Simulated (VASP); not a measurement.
Write the native input for VASP 6.6.1 that does the following.

```
Task                   : single point
Functional             : PBE
Potentials or basis    : VASP PAW PBE potentials, release 64 (Si, C)
Cutoff                 : 520 eV
k mesh                 : 2 × 2 × 2
Occupations            : gaussian, width 0.05 eV
Spin                   : no spin polarisation
Dipole correction      : no
Further INCAR settings : LREAL = Auto; ALGO = Normal; EDIFF = 1e-07; NBANDS = 126
```

The structure of SiC lies in POSCAR:

```
SiC
1.0
   -6.1556000000      0.0000000000      0.0000000000
   -3.0778000000     -5.3350000000      0.0000000000
   -3.0778000000      0.0000000000     15.1219000000
Si C
24 24
Direct
    0.9873500000      0.1673000000      0.8580000000
    0.4873500000      0.1673000000      0.8580000000
    0.9873500000      0.6673000000      0.8580000000
    0.4873500000      0.6673000000      0.8580000000
    0.9046500000      0.8327000000      0.3580000000
    0.4046500000      0.8327000000      0.3580000000
    0.9046500000      0.3327000000      0.3580000000
    0.4046500000      0.3327000000      0.3580000000
    0.9876000000      0.5007000000      0.5241000000
    0.4876000000      0.5007000000      0.5241000000
    0.9876000000      0.0007000000      0.5241000000
    0.4876000000      0.0007000000      0.5241000000
    0.7383000000      0.4993000000      0.0241000000
    0.2383000000      0.4993000000      0.0241000000
    0.7383000000      0.9993000000      0.0241000000
    0.2383000000      0.9993000000      0.0241000000
    0.7365300000      0.8357000000      0.6912400000
    0.2365300000      0.8357000000      0.6912400000
    0.7365300000      0.3357000000      0.6912400000
    0.2365300000      0.3357000000      0.6912400000
    0.8222300000      0.1643000000      0.1912400000
    0.3222300000      0.1643000000      0.1912400000
    0.8222300000      0.6643000000      0.1912400000
    0.3222300000      0.6643000000      0.1912400000
    0.9268500000      0.4960000000      0.6503000000
    0.4268500000      0.4960000000      0.6503000000
    0.9268500000      0.9960000000      0.6503000000
    0.4268500000      0.9960000000      0.6503000000
    0.6728500000      0.5040000000      0.1503000000
    0.1728500000      0.5040000000      0.1503000000
    0.6728500000      0.0040000000      0.1503000000
    0.1728500000      0.0040000000      0.1503000000
    0.9291500000      0.1600000000      0.9817000000
    0.4291500000      0.1600000000      0.9817000000
    0.9291500000      0.6600000000      0.9817000000
    0.4291500000      0.6600000000      0.9817000000
    0.8391500000      0.8400000000      0.4817000000
    0.3391500000      0.8400000000      0.4817000000
    0.8391500000      0.3400000000      0.4817000000
    0.3391500000      0.3400000000      0.4817000000
    0.6771000000      0.8290000000      0.8168000000
    0.1771000000      0.8290000000      0.8168000000
    0.6771000000      0.3290000000      0.8168000000
    0.1771000000      0.3290000000      0.8168000000
    0.7561000000      0.1710000000      0.3168000000
    0.2561000000      0.1710000000      0.3168000000
    0.7561000000      0.6710000000      0.3168000000
    0.2561000000      0.6710000000      0.3168000000
```

One way to write it, as run:

INCAR

```
SYSTEM = SiC
ALGO = Normal
EDIFF = 1E-7
ENCUT = 520
GGA = PE
ISIF = 2
ISMEAR = 0
LASPH = .True.
LCHARG = .False.
LREAL = Auto
LWAVE = .False.
NBANDS = 126
NELM = 100
PREC = Accurate
SIGMA = 0.05
```

KPOINTS

```
k-points
0
Gamma
  2 2 2
  0 0 0
```

Potentials or basis: VASP PAW PBE potentials, release 64 (Si, C).

Launch:

```bash
$ cat potpaw_PBE.64/Si/POTCAR potpaw_PBE.64/C/POTCAR > POTCAR
$ mpirun -np 1 vasp_std > vasp.out
```

It gave:

```yaml
Pressure: 3.5 GPa
Largest_force: 0.747 eV/Å
Band_gap_on_the_k_mesh: 1.86 eV
```

Caveat: the k points lie up to 0.60 Å⁻¹ apart.

Wall time 17 min on 1 thread of Intel Xeon 8259CL (shared host), peak memory 0.66 GiB.
